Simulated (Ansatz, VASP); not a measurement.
One calculation of SiC, two programs

INCAR

```
ALGO = Normal
EDIFF = 1E-7
EDIFFG = -0.002
ENCUT = 600
GGA = PE
GGA_COMPAT = F
IBRION = 2
ISIF = 3
ISMEAR = 0
IVDW = 12
LASPH = T
LCHARG = F
LREAL = F
LWAVE = F
NELM = 120
NELMIN = 4
NSW = 100
PREC = Accurate
SIGMA = 0.02
```

File KPOINTS:

```
k-points
0
Gamma
  10 10 10
```

The input POSCAR:

```
SiC
1.0
    0.0000000000      2.1800000000      2.1800000000
    2.1800000000      0.0000000000      2.1800000000
    2.1800000000      2.1800000000      0.0000000000
Si C
1 1
Direct
    0.0000000000      0.0000000000      0.0000000000
    0.2500000000      0.2500000000      0.2500000000
```

Input for Ansatz:

```yaml
crystal:
  lattice:
    - [0.0, 2.18, 2.18]
    - [2.18, 0.0, 2.18]
    - [2.18, 2.18, 0.0]
  atoms:
    - { symbol: Si, position: [0.0, 0.0, 0.0] }
    - { symbol: C, position: [0.25, 0.25, 0.25] }
basis:
  ecutwfc: 420
kpoints:
  mp_grid: { grid: [10, 10, 10] }
hamiltonian:
  xc: pbe
  dispersion: d3bj
  pseudopotentials: { kind: paw, azcp: { folder: soft_1 } }
scf:
  occupations: { method: gaussian, width: 0.02 }
output:
  forces: true
  stress: true
  eigenvalues: true
relax:
  adjacent_minimum: "off"
  f_tol: 0.002
  max_steps: 80
  cell: { stress_tol: 0.02 }
```

Alike in both runs: task relaxation of cell and atoms; functional PBE; dispersion D3(BJ); k mesh 10 × 10 × 10; occupations gaussian, width 0.02 eV; no spin polarisation.

|  | VASP | Ansatz |
| --- | --- | --- |
| version | VASP 6.6.1 | Ansatz 0.2.0 |
| potentials or method | VASP PAW PBE potentials, release 64 (Si, C), cutoff 600 eV | scalar-relativistic, plane waves, PAW |
| valence electrons in the cell | 8 | 8 |

|  | VASP | Ansatz | Ansatz less VASP |
| --- | --- | --- | --- |
| gap on the k mesh at the Fermi level, each at its own relaxed structure (eV) | 1.35 | 1.35 | +0.004 |
| relaxed volume (Å³/atom) | 10.27 | 10.28 | +0.010 |
| relaxed cell length with the largest relative difference (Å) | 3.074 | 3.075 | +0.0010 |
